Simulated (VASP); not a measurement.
# HfMoSe4 (F-43m) in VASP: relaxation of cell and atoms with PBE

Aim: the relaxation of cell and atoms of HfMoSe4 with PBE.

Program: VASP 6.6.1. These are calculated values, not measurements. Logs are shortened: lines on timing, memory, paths and dates and some standing lists are left out, and cuts for length are marked.

## (1) The cell of the first run

It takes space group F-43m (No. 216, cubic). The conventional cell has a = 8.611 Å, b = 8.611 Å, c = 8.611 Å, α = 90.00°, β = 90.00°, γ = 90.00°. Within 4.6 Å of Hf (site symmetry -43m) lie 12 Se at 3.52 Å and 6 Mo at 4.31 Å. Within 3.1 Å of Mo (site symmetry -43m) lie 4 Se at 2.34 Å. Se (site symmetry 3m) has 3 Se at 2.27 Å and 1 Mo at 2.34 Å within 3.0 Å.

The cell was built from a structure type or drawn by symmetry, and may not be a known phase.

## (2) Relaxation of cell and atoms, PBE, collinear spin

Contents of INCAR:

```
ALGO = Normal
EDIFF = 1E-7
EDIFFG = -0.04
ENCUT = 600
GGA = PE
IBRION = 2
ISIF = 3
ISMEAR = 0
ISPIN = 2
LASPH = True
LCHARG = False
LMAXMIX = 4
LORBIT = 11
LREAL = False
LWAVE = False
MAGMOM = 0 1 0 0 0 0
NELM = 150
NSW = 90
PREC = Accurate
SIGMA = 0.1
```

Contents of KPOINTS:

```
k-points
0
Gamma
  4 4 4
```

Contents of POSCAR:

```
HfMoSe4
1.0
    0.0000000000      4.3055582400      4.3055582400
    4.3055582400      0.0000000000      4.3055582400
    4.3055582400      4.3055582400      0.0000000000
Hf Mo Se
1 1 4
Direct
    0.2500000000      0.2500000000      0.2500000000
    0.7500000000      0.7500000000      0.7500000000
    0.5932622200      0.5932622200      0.5932622200
    0.5932622200      0.5932622200      0.2202133300
    0.5932622200      0.2202133300      0.5932622200
    0.2202133300      0.5932622200      0.5932622200
```

Potentials or basis: VASP PAW PBE potentials, release 64 (Hf_pv, Mo_sv, Se).

Started as:

```
$ cat potpaw_PBE.64/Hf_pv/POTCAR potpaw_PBE.64/Mo_sv/POTCAR potpaw_PBE.64/Se/POTCAR > POTCAR
$ mpirun -np 1 vasp_std > vasp.out
```

OUTCAR:

```text
EDIFF = 1E-7
   EDIFFG = -0.04
   ENCUT = 600
   GGA = PE
   IBRION = 2
   ISIF = 3
   ISMEAR = 0
   ISPIN = 2
   LASPH = True
   LORBIT = 11
   LREAL = False
   NELM = 150
   NSW = 90
   PREC = Accurate

 ion  position               nearest neighbor table
   1  0.250  0.250  0.250-
   2  0.750  0.750  0.750-   4 2.34   5 2.34   6 2.34   3 2.34
   3  0.593  0.593  0.593-   4 2.27   5 2.27   6 2.27   2 2.34
   4  0.593  0.593  0.220-   3 2.27   5 2.27   6 2.27   2 2.34
   5  0.593  0.220  0.593-   3 2.27   4 2.27   6 2.27   2 2.34
   6  0.220  0.593  0.593-   3 2.27   4 2.27   5 2.27   2 2.34

  LATTYP: Found a face centered cubic cell.
 ALAT       =     8.6111164800

  Lattice vectors:

 A1 = (   0.0000000000,   4.3055582400,   4.3055582400)
 A2 = (   4.3055582400,   0.0000000000,   4.3055582400)
 A3 = (   4.3055582400,   4.3055582400,   0.0000000000)

Analysis of symmetry for initial positions (statically):
=====================================================================
 Subroutine PRICEL returns:
 Original cell was already a primitive cell.

 Routine SETGRP: Setting up the symmetry group for a
 face centered cubic supercell.

 Subroutine GETGRP returns: Found 24 space group operations
 (whereof 24 operations were pure point group operations)
 out of a pool of 48 trial point group operations.

The static configuration has the point symmetry T_d .

Analysis of symmetry for dynamics (positions and initial velocities):
=====================================================================
 Subroutine PRICEL returns:
 Original cell was already a primitive cell.

 Routine SETGRP: Setting up the symmetry group for a
 face centered cubic supercell.

 Subroutine GETGRP returns: Found 24 space group operations
 (whereof 24 operations were pure point group operations)
 out of a pool of 48 trial point group operations.

The dynamic configuration has the point symmetry T_d .

Analysis of structural, dynamic, and magnetic symmetry:
=====================================================================
 Subroutine PRICEL returns:
 Original cell was already a primitive cell.

 Routine SETGRP: Setting up the symmetry group for a
 face centered cubic supercell.

 Subroutine GETGRP returns: Found 24 space group operations
 (whereof 24 operations were pure point group operations)
 out of a pool of 48 trial point group operations.

The overall configuration has the point symmetry T_d .

 Subroutine INISYM returns: Found 24 space group operations
 (whereof 24 operations are pure point group operations),
 and found     1 'primitive' translations

----------------------------------------------------------------------------------------

                                     Primitive cell

  volume of cell :     159.6314

  direct lattice vectors                    reciprocal lattice vectors
     0.000000000  4.305558240  4.305558240    -0.116128960  0.116128960  0.116128960
     4.305558240  0.000000000  4.305558240     0.116128960 -0.116128960  0.116128960
     4.305558240  4.305558240  0.000000000     0.116128960  0.116128960 -0.116128960

  length of vectors
     6.088978857  6.088978857  6.088978857     0.201141259  0.201141259  0.201141259

  position of ions in fractional coordinates (direct lattice)
     0.250000000  0.250000000  0.250000000
     0.750000000  0.750000000  0.750000000
     0.593262220  0.593262220  0.593262220
     0.593262220  0.593262220  0.220213330
     0.593262220  0.220213330  0.593262220
     0.220213330  0.593262220  0.593262220

  ion indices of the primitive-cell ions
   primitive index   ion index
                 1           1
                 2           2
                 3           3
                 4           4
                 5           5
                 6           6

----------------------------------------------------------------------------------------

 KPOINTS: k-points

Automatic generation of k-mesh.
 Grid dimensions read from file:
 generate k-points for:    4    4    4

 Generating k-lattice:

  Cartesian coordinates                     Fractional coordinates (reciprocal lattice)
    -0.029032240  0.029032240  0.029032240     0.250000000  0.000000000  0.000000000
     0.029032240 -0.029032240  0.029032240     0.000000000  0.250000000  0.000000000
     0.029032240  0.029032240 -0.029032240     0.000000000  0.000000000  0.250000000

  Length of vectors
     0.050285315  0.050285315  0.050285315

  Shift w.r.t. Gamma in fractional coordinates (k-lattice)
     0.000000000  0.000000000  0.000000000

 Subroutine IBZKPT returns following result:
 ===========================================

 Found      8 irreducible k-points:

 Following reciprocal coordinates:
            Coordinates               Weight
  0.000000  0.000000  0.000000      1.000000
  0.250000  0.000000  0.000000      8.000000
  0.500000  0.000000  0.000000      4.000000
  0.250000  0.250000  0.000000      6.000000
  0.500000  0.250000  0.000000     24.000000
 -0.250000  0.250000  0.000000     12.000000
  0.500000  0.500000  0.000000      3.000000
 -0.250000  0.500000  0.250000      6.000000
   k-points           NKPTS =      8   k-points in BZ     NKDIM =      8   number of bands    NBANDS=     29
   number of dos      NEDOS =    301   number of ions     NIONS =      6
   total plane-waves  NPLWV = 125000
   dimension x,y,z NGX =    50 NGY =   50 NGZ =   50
   dimension x,y,z NGXF=   100 NGYF=  100 NGZF=  100
   ions per type =               1   1   4
   NGX,Y,Z   is equivalent  to a cutoff of  13.65, 13.65, 13.65 a.u.
   NGXF,Y,Z  is equivalent  to a cutoff of  27.30, 27.30, 27.30 a.u.
 SYSTEM =  unknown system
   PREC   = accura    normal or accurate (medium, high low for compatibility)
   ISTART =      0    job   : 0-new  1-cont  2-samecut
   ICHARG =      2    charge: 1-file 2-atom 10-const
   ISPIN  =      2    spin polarized calculation?
   LNONCOLLINEAR =      F non collinear calculations
   LSORBIT =      F    spin-orbit coupling
   LASPH  =      T    aspherical Exc in radial PAW
   ENCUT  =  600.0 eV  44.10 Ry    6.64 a.u.  12.16 12.16 12.16*2*pi/ulx,y,z
   NELM   =    150;   NELMIN=  2; NELMDL= -5     # of ELM steps
   EDIFF  = 0.1E-06   stopping-criterion for ELM
   LREAL  =      F    real-space projection
   EDIFFG = -.4E-01   stopping-criterion for IOM
   NSW    =     90    number of steps for IOM
   IBRION =      2    ionic relax: 0-MD 1-quasi-New 2-CG
   NFREE  =      1    steps in history (QN), initial steepest desc. (CG)
   ISIF   =      3    stress and relaxation
   ISYM   =      2    0-nonsym 1-usesym 2-fastsym
   POTIM  = 0.5000    time-step for ionic-motion
   TEBEG  =    0.0;   TEEND  =   0.0 temperature during run
   PSTRESS=    0.0 pullay stress
   NELECT =      48.0000    total number of electrons
   NUPDOWN=      -1.0000    fix difference up-down
   EMIN   =  10.00;   EMAX   =-10.00  energy-range for DOS
   EFERMI =   0.00;   METHOD = LEGACY
   ISMEAR =     0;   SIGMA  =   0.10  broadening in eV -4-tet -1-fermi 0-gaus
   EFERMI_NEDOS =   21; number of points for ismear=-14 and -15
   IALGO  =     38    algorithm
   IMIX   =      4    mixing-type and parameters
     AMIX     =   0.40;   BMIX     =  1.00
     AMIX_MAG =   1.60;   BMIX_MAG =  1.00
  volume/ion in A,a.u.               =      26.61       179.54
  Fermi-wavevector in a.u.,A,eV,Ry     =   1.096771  2.072596 16.366525  1.202906
  Thomas-Fermi vector in A             =   2.233119
   LORBIT       =     11    0 simple, 1 ext, 2 COOP (PROOUT), +10 PAW based schemes
   GGA     = PE    functional components
   LHFCALC =     F    Hartree Fock is set to
   AEXX    =    0.0000 exact exchange contribution
   IVDW    =     0    specifies the selected vdW correction
   LEPSILON=     F    determine dielectric tensor
   LRPA    =     F    only Hartree local field effects (RPA)
 conjugate gradient relaxation of ions
 spin polarized calculation
 Gauss-broadening in eV      SIGMA  =   0.10
  energy-cutoff  :      600.00
  volume of cell :      159.63
 maximum number of plane-waves:      5360
 NGX is ok and might be reduce to    50
   NGX = 25   NGY = 25   NGZ = 25

--------------------------------------- Ionic step        1  -------------------------------------------

 number of electron      47.9999999 magnetization       0.1506151

 number of electron      47.9999999 magnetization      -0.0069523

 Free energy of the ion-electron system (eV)
  ---------------------------------------------------
  ext. energy  EPLUGINS =         0.00000000
  ---------------------------------------------------
  free energy    TOTEN  =       -23.33501935 eV

  energy without entropy =      -23.29481172  energy(sigma->0) =      -23.31491553

------------------------ aborting loop because EDIFF is reached ----------------------------------------

  FORCE on cell =-STRESS in cart. coord.  units (eV):
  Direction    XX          YY          ZZ          XY          YZ          ZX
  --------------------------------------------------------------------------------------
  -------------------------------------------------------------------------------------
  Total       21.6921528     21.6921528     21.6921528      0.0000000      0.0000000     -0.0000000
  in kB      217.7182509    217.7182509    217.7182509      0.0000000      0.0000000     -0.0000000
  external PRESSURE =     217.7182509 kB  Pullay stress =       0.0000000 kB
[... 227 lines left out ...]
  energy  without entropy=      -30.3331644760  energy(sigma->0) =      -30.34802362

--------------------------------------- Ionic step        7  -------------------------------------------

 number of electron      48.0000003 magnetization       0.4658017

 Free energy of the ion-electron system (eV)
  ---------------------------------------------------
  ext. energy  EPLUGINS =         0.00000000
  ---------------------------------------------------
  free energy    TOTEN  =       -30.36320904 eV

  energy without entropy =      -30.33348359  energy(sigma->0) =      -30.34834631

 E-fermi :   1.0441     XC(G=0):  -7.6106

 val. band max:        1.0386820027   @ k =  -0.2500   0.2500   0.0000
 cond. band min:       1.0786605084   @ k =   0.2500   0.2500   0.0000
 fundamental gap:      0.0399785058
 Fermi energy:         1.0441238671

 spin component 1

 k-point     1 :       0.0000    0.0000    0.0000
  band No.  band energies     occupation
      1     -59.9152      1.00000
      2     -34.0900      1.00000
      3     -34.0900      1.00000
      4     -34.0900      1.00000
      5     -32.7911      1.00000
      6     -32.7911      1.00000
[... 245 lines left out ...]
     28       1.2814      0.00040
     29       1.4793      0.00000
 Fermi energy:         1.0441238671

 spin component 2

 k-point     1 :       0.0000    0.0000    0.0000
  band No.  band energies     occupation
      1     -59.9286      1.00000
      2     -34.1048      1.00000
      3     -34.1048      1.00000
      4     -34.1048      1.00000
      5     -32.4621      1.00000
      6     -32.4621      1.00000
[... 278 lines left out ...]
  FREE ENERGIE OF THE ION-ELECTRON SYSTEM (eV)
  ---------------------------------------------------
  free  energy   TOTEN  =       -30.3632090359 eV

  energy  without entropy=      -30.3334835914  energy(sigma->0) =      -30.34834631

 reached required accuracy - stopping structural energy minimisation

 total charge

# of ion       s       p       d       tot
------------------------------------------
    1        0.628   5.943   0.858   7.429
    2        2.380   6.184   4.047  12.611
    3        1.498   2.264   0.041   3.803
    4        1.498   2.264   0.041   3.803
    5        1.498   2.264   0.041   3.803
    6        1.498   2.264   0.041   3.803
--------------------------------------------------
tot          9.000  21.185   5.069  35.254

 magnetization (x)

# of ion       s       p       d       tot
------------------------------------------
    1        0.017   0.006   0.493   0.516
    2       -0.000  -0.001  -0.019  -0.020
    3       -0.001  -0.035  -0.000  -0.037
    4       -0.001  -0.035  -0.000  -0.037
    5       -0.001  -0.035  -0.000  -0.037
    6       -0.001  -0.035  -0.000  -0.037
--------------------------------------------------
tot          0.013  -0.137   0.473   0.349
```

It took 37 min on 1 thread of AMD EPYC 7R43 (Zen 3), shared host; peak memory 0.46 GiB.

Results:

```
Free energy                                           : -30.3632 eV
Relaxed volume                                        : 38.45 Å³/atom
Relaxed cell                                          : a = 6.884 Å, b = 6.884 Å, c = 6.884 Å, α = 60.00°, β = 60.00°, γ = 60.00°
Space group after relaxing (to 0.1 Å)                 : F-43m (No. 216)
Energy gained by relaxing                             : 1171.4 meV/atom
Ionic steps                                           : 7
Pressure after relaxing                               : 0.0 GPa
Largest force after relaxing                          : 0.036 eV/Å
Net moment                                            : 0.47 μB per cell
Site moments                                          : Hf +0.52; Mo -0.02; Se -0.04 μB
Valence electrons inside the program's atomic spheres : Hf 7.43; Mo 12.61; Se 3.80
```

Forces on the atoms (eV/Å):
```
Hf   0.000  0.000  0.000
Mo   0.000  0.000  0.000
Se   0.021  0.021  0.021
Se  -0.021 -0.021  0.021
Se  -0.021  0.021 -0.021
Se   0.021 -0.021 -0.021
```

The path:
```
step  energy change (eV)  largest force (eV/Å)  pressure (GPa)  volume (Å³)
   1              0.0000               10.5325           21.77       159.63
   2             -5.1877                5.1866            6.77       258.57
   3             -6.6099                1.7620            5.89       207.31
   4             -6.5989                2.0917            5.76       211.06
   5             -6.5331                1.6415           -4.19       256.97
   6             -7.0279                0.0776           -0.11       231.24
   7             -7.0282                0.0357            0.00       230.73
```

Final structure:
```cif
data_structure
_symmetry_space_group_name_H-M 'P 1'
_symmetry_Int_Tables_number 1
_cell_length_a 6.8845
_cell_length_b 6.8845
_cell_length_c 6.8845
_cell_angle_alpha 60.000
_cell_angle_beta 60.000
_cell_angle_gamma 60.000
_cell_volume 230.73
loop_
_atom_site_label
_atom_site_type_symbol
_atom_site_fract_x
_atom_site_fract_y
_atom_site_fract_z
_atom_site_occupancy
Hf1 Hf 0.25000 0.25000 0.25000 1
Mo1 Mo 0.75000 0.75000 0.75000 1
Se1 Se 0.61298 0.61298 0.61298 1
Se2 Se 0.61298 0.61298 0.16107 1
Se3 Se 0.61298 0.16107 0.61298 1
Se4 Se 0.16107 0.61298 0.61298 1
```

Caveat: the volume moved by over 15 % at a fixed basis, so the end points are rough; spin-orbit coupling is left out, which moves the levels of the heavy elements.
